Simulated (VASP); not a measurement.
# GaN (F-43m) in VASP: further runs

GaN is run at these levels: r2SCAN; tasks: single point, relaxation of cell and atoms.

All numbers are computed with VASP 6.6.1; they aren't measurements. Logs are shortened: lines on timing, memory, paths and dates and some standing lists are left out, and cuts for length are marked.

### 1 The cell of the first run

The structure is cubic, space group F-43m (No. 216). Conventional cell: a = 4.498 Å, b = 4.498 Å, c = 4.498 Å, α = 90.00°, β = 90.00°, γ = 90.00°. Ga (site symmetry -43m) has 4 N at 1.95 Å within 2.6 Å. Within 2.6 Å of N (site symmetry -43m) lie 4 Ga at 1.95 Å.

### 2 Single point, r2SCAN

Contents of POSCAR:

```
GaN
1.0
    0.0000000000      2.2489448523      2.2489448523
    2.2489448523      0.0000000000      2.2489448523
    2.2489448523      2.2489448523      0.0000000000
Ga N
1 1
Direct
    0.0000000000      0.0000000000      0.0000000000
    0.2500000000      0.2500000000      0.2500000000
```

Contents of INCAR.step1:

```
PREC = Accurate
ENCUT = 520
ISMEAR = -1
SIGMA = 0.1
LREAL = False
LASPH = True
NELM = 60
NBANDS = 16
GGA = PE
ALGO = Normal
EDIFF = 1E-4
LWAVE = True
LCHARG = False
```

Contents of INCAR.step2:

```
PREC = Accurate
ENCUT = 520
EDIFF = 1E-6
ISMEAR = -1
SIGMA = 0.1
LREAL = False
LASPH = True
NELM = 60
ALGO = Normal
ISIF = 2
LWAVE = False
LCHARG = False
METAGGA = R2SCAN
LMIXTAU = True
NBANDS = 16
ISTART = 1
```

Contents of KPOINTS:

```
Automatic mesh
0
Gamma
  18 18 18
```

Potentials or basis: VASP PAW PBE potentials, release 64 (Ga_d, N).

Command:

```bash
$ cat potpaw_PBE.64/Ga_d/POTCAR potpaw_PBE.64/N/POTCAR > POTCAR
$ cp INCAR.step1 INCAR
$ mpirun -np 1 vasp_std > vasp.out
$ cp INCAR.step2 INCAR
$ mpirun -np 1 vasp_std > vasp.out
```

OUTCAR:

```text
PREC = Accurate
   ENCUT = 520
   EDIFF = 1E-6
   ISMEAR = -1
   LREAL = False
   LASPH = True
   NELM = 60
   ISIF = 2
   METAGGA = R2SCAN
   ISTART = 1

 ion  position               nearest neighbor table
   1  0.000  0.000  0.000-   2 1.95   2 1.95   2 1.95   2 1.95
   2  0.250  0.250  0.250-   1 1.95   1 1.95   1 1.95   1 1.95

  LATTYP: Found a face centered cubic cell.
 ALAT       =     4.4978897046

  Lattice vectors:

 A1 = (   0.0000000000,   2.2489448523,   2.2489448523)
 A2 = (   2.2489448523,   0.0000000000,   2.2489448523)
 A3 = (   2.2489448523,   2.2489448523,   0.0000000000)

Analysis of symmetry for initial positions (statically):
=====================================================================
 Subroutine PRICEL returns:
 Original cell was already a primitive cell.

 Routine SETGRP: Setting up the symmetry group for a
 face centered cubic supercell.

 Subroutine GETGRP returns: Found 24 space group operations
 (whereof 24 operations were pure point group operations)
 out of a pool of 48 trial point group operations.

The static configuration has the point symmetry T_d .

Analysis of symmetry for dynamics (positions and initial velocities):
=====================================================================
 Subroutine PRICEL returns:
 Original cell was already a primitive cell.

 Routine SETGRP: Setting up the symmetry group for a
 face centered cubic supercell.

 Subroutine GETGRP returns: Found 24 space group operations
 (whereof 24 operations were pure point group operations)
 out of a pool of 48 trial point group operations.

The dynamic configuration has the point symmetry T_d .

 Subroutine INISYM returns: Found 24 space group operations
 (whereof 24 operations are pure point group operations),
 and found     1 'primitive' translations

----------------------------------------------------------------------------------------

                                     Primitive cell

  volume of cell :      22.7492

  direct lattice vectors                    reciprocal lattice vectors
     0.000000000  2.248944852  2.248944852    -0.222326483  0.222326483  0.222326483
     2.248944852  0.000000000  2.248944852     0.222326483 -0.222326483  0.222326483
     2.248944852  2.248944852  0.000000000     0.222326483  0.222326483 -0.222326483

  length of vectors
     3.180488311  3.180488311  3.180488311     0.385080765  0.385080765  0.385080765

  position of ions in fractional coordinates (direct lattice)
     0.000000000  0.000000000  0.000000000
     0.250000000  0.250000000  0.250000000

  ion indices of the primitive-cell ions
   primitive index   ion index
                 1           1
                 2           2

----------------------------------------------------------------------------------------

 KPOINTS: Automatic mesh

Automatic generation of k-mesh.
 Grid dimensions read from file:
 generate k-points for:   18   18   18

 Generating k-lattice:

  Cartesian coordinates                     Fractional coordinates (reciprocal lattice)
    -0.012351471  0.012351471  0.012351471     0.055555556  0.000000000  0.000000000
     0.012351471 -0.012351471  0.012351471     0.000000000  0.055555556  0.000000000
     0.012351471  0.012351471 -0.012351471     0.000000000  0.000000000  0.055555556

  Length of vectors
     0.021393376  0.021393376  0.021393376

  Shift w.r.t. Gamma in fractional coordinates (k-lattice)
     0.000000000  0.000000000  0.000000000

 Subroutine IBZKPT returns following result:
 ===========================================

 Found    195 irreducible k-points:

 Following reciprocal coordinates:
            Coordinates               Weight
  0.000000  0.000000  0.000000      1.000000
  0.055556  0.000000  0.000000      8.000000
  0.111111  0.000000  0.000000      8.000000
  0.166667  0.000000  0.000000      8.000000
  0.222222  0.000000  0.000000      8.000000
  0.277778  0.000000  0.000000      8.000000
[... 16 lines left out ...]
 -0.277778  0.055556  0.000000     24.000000
 -0.222222  0.055556  0.000000     24.000000
 [... further k-points ...]
   k-points           NKPTS =    195   k-points in BZ     NKDIM =    195   number of bands    NBANDS=     16
   number of dos      NEDOS =    301   number of ions     NIONS =      2
   total plane-waves  NPLWV =  13824
   dimension x,y,z NGX =    24 NGY =   24 NGZ =   24
   dimension x,y,z NGXF=    48 NGYF=   48 NGZF=   48
   ions per type =               1   1
   NGX,Y,Z   is equivalent  to a cutoff of  12.54, 12.54, 12.54 a.u.
   NGXF,Y,Z  is equivalent  to a cutoff of  25.09, 25.09, 25.09 a.u.
 SYSTEM =  unknown system
   PREC   = accura    normal or accurate (medium, high low for compatibility)
   ISTART =      1    job   : 0-new  1-cont  2-samecut
   ICHARG =      0    charge: 1-file 2-atom 10-const
   ISPIN  =      1    spin polarized calculation?
   LNONCOLLINEAR =      F non collinear calculations
   LSORBIT =      F    spin-orbit coupling
   LASPH  =      T    aspherical Exc in radial PAW
   ENCUT  =  520.0 eV  38.22 Ry    6.18 a.u.   5.91  5.91  5.91*2*pi/ulx,y,z
   NELM   =     60;   NELMIN=  2; NELMDL=  0     # of ELM steps
   EDIFF  = 0.1E-05   stopping-criterion for ELM
   LREAL  =      F    real-space projection
   EDIFFG = 0.1E-04   stopping-criterion for IOM
   NSW    =      0    number of steps for IOM
   IBRION =     -1    ionic relax: 0-MD 1-quasi-New 2-CG
   NFREE  =      0    steps in history (QN), initial steepest desc. (CG)
   ISIF   =      2    stress and relaxation
   ISYM   =      2    0-nonsym 1-usesym 2-fastsym
   POTIM  = 0.5000    time-step for ionic-motion
   TEBEG  =    0.0;   TEEND  =   0.0 temperature during run
   PSTRESS=    0.0 pullay stress
   NELECT =      18.0000    total number of electrons
   NUPDOWN=      -1.0000    fix difference up-down
   EMIN   =  10.00;   EMAX   =-10.00  energy-range for DOS
   EFERMI =   0.00;   METHOD = LEGACY
   ISMEAR =    -1;   SIGMA  =   0.10  broadening in eV -4-tet -1-fermi 0-gaus
   EFERMI_NEDOS =   21; number of points for ismear=-14 and -15
   IALGO  =     38    algorithm
   IMIX   =      4    mixing-type and parameters
     AMIX     =   0.40;   BMIX     =  1.00
     AMIX_MAG =   1.60;   BMIX_MAG =  1.00
  volume/ion in A,a.u.               =      11.37        76.76
  Fermi-wavevector in a.u.,A,eV,Ry     =   1.514178  2.861381 31.194544  2.292734
  Thomas-Fermi vector in A             =   2.623870
   LORBIT       =      0    0 simple, 1 ext, 2 COOP (PROOUT), +10 PAW based schemes
   METAGGA = R2SCAN    functional components
   LHFCALC =     F    Hartree Fock is set to
   AEXX    =    0.0000 exact exchange contribution
   IVDW    =     0    specifies the selected vdW correction
   LEPSILON=     F    determine dielectric tensor
   LRPA    =     F    only Hartree local field effects (RPA)
 non-spin polarized calculation
  energy-cutoff  :      520.00
  volume of cell :       22.75
 maximum number of plane-waves:       624
   NGX = 11   NGY = 11   NGZ = 11

 number of electron      18.0000009 magnetization

 Free energy of the ion-electron system (eV)
  ---------------------------------------------------
  ext. energy  EPLUGINS =         0.00000000
  ---------------------------------------------------
  free energy    TOTEN  =       -21.89642321 eV

  energy without entropy =      -21.89642304  energy(sigma->0) =      -21.89642312

 E-fermi :   6.3555     XC(G=0): -12.6707

 val. band max:        5.0825160490   @ k =   0.0000   0.0000   0.0000
 cond. band min:       7.2423045622   @ k =   0.0000   0.0000   0.0000
 fundamental gap:      2.1597885132
 Fermi energy:         6.3555067466

 k-point     1 :       0.0000    0.0000    0.0000
  band No.  band energies     occupation
      1     -11.7006      2.00000
      2      -8.7526      2.00000
      3      -8.7526      2.00000
      4      -8.7526      2.00000
      5      -8.3954      2.00000
      6      -8.3954      2.00000
[... 8 lines left out ...]
     15      24.8572      0.00000
     16      24.8572      0.00000

 k-point     2 :       0.0556    0.0000    0.0000
  band No.  band energies     occupation
      1     -11.6652      2.00000
      2      -8.7480      2.00000
      3      -8.7480      2.00000
      4      -8.7410      2.00000
      5      -8.3959      2.00000
      6      -8.3959      2.00000
[... 8 lines left out ...]
     15      24.1167      0.00000
     16      24.1167      0.00000

 k-point     3 :       0.1111    0.0000    0.0000
  band No.  band energies     occupation
      1     -11.5635      2.00000
      2      -8.7350      2.00000
      3      -8.7350      2.00000
      4      -8.7021      2.00000
      5      -8.3968      2.00000
      6      -8.3968      2.00000
[... 8 lines left out ...]
     15      23.2901      0.00000
     16      23.4199      0.00000

 k-point     4 :       0.1667    0.0000    0.0000
  band No.  band energies     occupation
      1     -11.4096      2.00000
      2      -8.7164      2.00000
      3      -8.7164      2.00000
      4      -8.6241      2.00000
      5      -8.3967      2.00000
      6      -8.3967      2.00000
[... 8 lines left out ...]
     15      22.7680      0.00000
     16      22.7680      0.00000
[... 324 lines left out ...]
 k-point    22 :      -0.3333    0.0556    0.0000
  band No.  band energies     occupation
      1     -10.8374      2.00000
      2      -8.6591      2.00000
      3      -8.6586      2.00000
      4      -8.3821      2.00000
      5      -8.3690      2.00000
      6      -7.8606      2.00000
[... 8 lines left out ...]
     15      23.2133      0.00000
     16      24.7234      0.00000

 k-point    23 :      -0.2778    0.0556    0.0000
  band No.  band energies     occupation
      1     -10.9732      2.00000
      2      -8.6715      2.00000
      3      -8.6676      2.00000
      4      -8.3950      2.00000
      5      -8.3837      2.00000
      6      -8.1631      2.00000
[... 8 lines left out ...]
     15      22.3825      0.00000
     16      24.1265      0.00000

 k-point    24 :      -0.2222    0.0556    0.0000
  band No.  band energies     occupation
      1     -11.1437      2.00000
      2      -8.6891      2.00000
      3      -8.6822      2.00000
      4      -8.4364      2.00000
      5      -8.4030      2.00000
      6      -8.3575      2.00000
[... 8 lines left out ...]
     15      22.1098      0.00000
     16      23.8776      0.00000

 [... further k-points ...]

------------------------ aborting loop because EDIFF is reached ----------------------------------------

  FORCE on cell =-STRESS in cart. coord.  units (eV):
  Direction    XX          YY          ZZ          XY          YZ          ZX
  --------------------------------------------------------------------------------------
  -------------------------------------------------------------------------------------
  Total        0.1515893      0.1515893      0.1515893     -0.0000000      0.0000000      0.0000000
  in kB       10.6761010     10.6761010     10.6761010     -0.0000000      0.0000000      0.0000000
  external PRESSURE =      10.6761010 kB  Pullay stress =       0.0000000 kB

 VOLUME and BASIS-vectors are now :
 -----------------------------------------------------------------------------
  energy-cutoff  :      520.00
  volume of cell :       22.75
      direct lattice vectors                 reciprocal lattice vectors
     0.000000000  2.248944852  2.248944852    -0.222326483  0.222326483  0.222326483
     2.248944852  0.000000000  2.248944852     0.222326483 -0.222326483  0.222326483
     2.248944852  2.248944852  0.000000000     0.222326483  0.222326483 -0.222326483

 POSITION                                       TOTAL-FORCE (eV/Angst)
 -----------------------------------------------------------------------------------
      0.00000      0.00000      0.00000         0.000000     -0.000000      0.000000
      1.12447      1.12447      1.12447        -0.000000      0.000000     -0.000000
 -----------------------------------------------------------------------------------
    total drift:                                0.000008      0.000008      0.000008

  FREE ENERGIE OF THE ION-ELECTRON SYSTEM (eV)
  ---------------------------------------------------
  free  energy   TOTEN  =       -21.8964232094 eV

  energy  without entropy=      -21.8964230388  energy(sigma->0) =      -21.89642312
```

Run time: 4.6 min. Hardware: 1 thread of Intel Xeon 8259CL, shared host; peak memory 0.2 GiB.

Results:

* Free energy: -21.8964 eV
* Pressure: 1.1 GPa
* Band gap on the k mesh: 2.16 eV

Caveat: the PAW data sets were made with another functional, which shifts forces and pressure a little. A k mesh can miss the band edges.

### 3 Relaxation of cell and atoms, r2SCAN, target pressure 1 GPa, at which the enthalpy is minimised

POSCAR is that of step 2.

Contents of INCAR.step1:

```
SYSTEM = GaN
PREC     = Accurate       ! precision mode
ENCUT    = 600            ! plane-wave cutoff, eV
ISMEAR   = 0              ! smearing method
SIGMA    = 0.01           ! smearing width, eV
LREAL    = .FALSE.        ! projectors in reciprocal space
LASPH    = .TRUE.         ! aspherical terms in the spheres
NELM     = 80             ! most SCF steps
GGA      = PE             ! functional
ALGO     = Normal         ! electronic algorithm
EDIFF    = 1E-4           ! SCF threshold, eV
LWAVE    = .TRUE.         ! write WAVECAR
LCHARG   = .FALSE.        ! write CHGCAR
```

Contents of INCAR.step2:

```
SYSTEM = GaN
PREC     = Accurate       ! precision mode
ENCUT    = 600            ! plane-wave cutoff, eV
EDIFF    = 1E-7           ! SCF threshold, eV
ISMEAR   = 0              ! smearing method
SIGMA    = 0.01           ! smearing width, eV
LREAL    = .FALSE.        ! projectors in reciprocal space
LASPH    = .TRUE.         ! aspherical terms in the spheres
NELM     = 80             ! most SCF steps
ALGO     = Normal         ! electronic algorithm
ISIF     = 3              ! what is computed and relaxed
LWAVE    = .FALSE.        ! write WAVECAR
LCHARG   = .FALSE.        ! write CHGCAR
METAGGA  = R2SCAN         ! meta-GGA
LMIXTAU  = .TRUE.       
IBRION   = 2              ! ionic algorithm
NSW      = 100            ! ionic steps
EDIFFG   = -0.002         ! ionic threshold
PSTRESS  = 10.0         
ISTART   = 1
```

Contents of KPOINTS:

```
Automatic mesh
0
G
  10 10 10
  0 0 0
```

Potentials or basis: VASP PAW PBE potentials, release 64 (Ga_d, N).

Command:

```bash
$ cat potpaw_PBE.64/Ga_d/POTCAR potpaw_PBE.64/N/POTCAR > POTCAR
$ cp INCAR.step1 INCAR
$ mpirun -np 1 vasp_std > vasp.out
$ cp INCAR.step2 INCAR
$ mpirun -np 1 vasp_std > vasp.out
```

It took 8.4 min on 1 thread of Intel Xeon 8259CL, shared host; peak memory 0.18 GiB.

The run converged. Its results:

```yaml
Free_energy: -21.8977 eV
Relaxed_volume: 11.38 Å³/atom
Relaxed_cell: a = 3.181 Å, b = 3.181 Å, c = 3.181 Å, α = 60.00°, β = 60.00°, γ = 60.00°
Space_group_after_relaxing_to_0.1_Å: F-43m (No. 216)
Energy_change_on_relaxing_the_run_minimises_the_enthalpy: -0.1 meV/atom
Ionic_steps: 4
Pressure_after_relaxing: 1.0 GPa
Band_gap_on_the_k_mesh: 2.15 eV
```

The path:
```
step  energy change (eV)  largest force (eV/Å)  pressure (GPa)  volume (Å³)
   1              0.0000                0.0000            1.17        22.75
   2             -0.0002                0.0000            0.83        22.79
   3             -0.0001                0.0000            1.04        22.76
   4             -0.0001                0.0000            1.00        22.77
```

Final structure:
```yaml
crystal:
  lattice:
    - [0.00000, 2.24958, 2.24958]
    - [2.24958, 0.00000, 2.24958]
    - [2.24958, 2.24958, 0.00000]
  atoms:
    - { symbol: Ga, position: [0.00000, 0.00000, 0.00000] }
    - { symbol: N, position: [0.25000, 0.25000, 0.25000] }
```

Levels at points of the mesh, in eV from the valence-band top:
| k point | band 6 | band 7 | band 8 | band 9 | band 10 | band 11 | band 12 | band 13 |
| --- | --- | --- | --- | --- | --- | --- | --- | --- |
| (0.00, 0.00, 0.00) | -13.48 | 0.00 | 0.00 | 0.00 | 2.15 | 11.04 | 11.04 | 11.04 |
| (0.50, 0.00, 0.00) | -12.35 | -7.19 | -1.00 | -1.00 | 5.20 | 9.47 | 11.03 | 11.03 |
| (0.50, 0.50, 0.00) | -11.97 | -6.24 | -2.80 | -2.80 | 3.77 | 7.27 | 12.62 | 15.00 |

Caveat: the cell is relaxed towards a set pressure, so the run minimises the enthalpy, not the energy; the PAW data sets were made with another functional, which shifts forces and pressure a little.

(Part 1 of 2 ends here.)
